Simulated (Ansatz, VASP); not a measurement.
Nb in VASP and in Ansatz

The input INCAR:

```
SYSTEM = Nb
  PREC = Accurate
  ENCUT = 600
  EDIFF = 1E-6
  ISMEAR = 0
  SIGMA = 0.1
  LREAL = .FALSE.
  LASPH = .TRUE.
  NELM = 60
  ALGO = Normal
  ISIF = 3
  LWAVE = .FALSE.
  LCHARG = .FALSE.
  GGA = PE
  IBRION = 2
  NSW = 100
  EDIFFG = -0.002
```

File KPOINTS:

```
regular mesh
0
G
  18 18 18
  0 0 0
```

The input POSCAR:

```
Nb
1.0
   -1.6588161900      1.6588161900      1.6588161900
    1.6588161900     -1.6588161900      1.6588161900
    1.6588161900      1.6588161900     -1.6588161900
Nb
1
Direct
    0.0000000000      0.0000000000      0.0000000000
```

Input for Ansatz:

```yaml
crystal:
  lattice:
    - [-1.65881619, 1.65881619, 1.65881619]
    - [1.65881619, -1.65881619, 1.65881619]
    - [1.65881619, 1.65881619, -1.65881619]
  atoms:
    - { symbol: Nb, position: [0.0, 0.0, 0.0] }
basis:
  ecutwfc: 420
kpoints:
  mp_grid: { grid: [18, 18, 18] }
hamiltonian:
  xc: pbe
  pseudopotentials: { kind: paw, azcp: { folder: soft_1 } }
scf:
  occupations: { method: gaussian, width: 0.1 }
output:
  forces: true
  stress: true
  eigenvalues: true
  write_density: true
  write_potential: true
  elf: true
  volumetric_format: npy
relax:
  adjacent_minimum: "off"
  f_tol: 0.002
  max_steps: 80
  cell: { stress_tol: 0.02 }
```

Alike in both runs: task relaxation of cell and atoms; functional PBE; k mesh 18 × 18 × 18; occupations gaussian, width 0.1 eV; no spin polarisation.

```csv
,VASP,Ansatz
version,VASP 6.6.1,Ansatz 0.2.0
potentials or method,"VASP PAW PBE potentials, release 64 (Nb_sv), cutoff 600 eV","scalar-relativistic, plane waves, PAW"
valence electrons in the cell,13,13
```

Ansatz gave:

| Item | Value |
| --- | --- |
| gap on the k mesh at the Fermi level, each at its own relaxed structure (eV) | none |
| relaxed volume (Å³/atom) | 18.15 |
| relaxed cell length with the largest relative difference (Å) | 2.868 |

Task: What did VASP give for the same quantities?

Result: gap on the k mesh at the Fermi level, each at its own relaxed structure (eV): none; relaxed volume (Å³/atom): 18.12; relaxed cell length with the largest relative difference (Å): 2.866.

A gap of «none» marks a metal or a gap that the smearing closes.
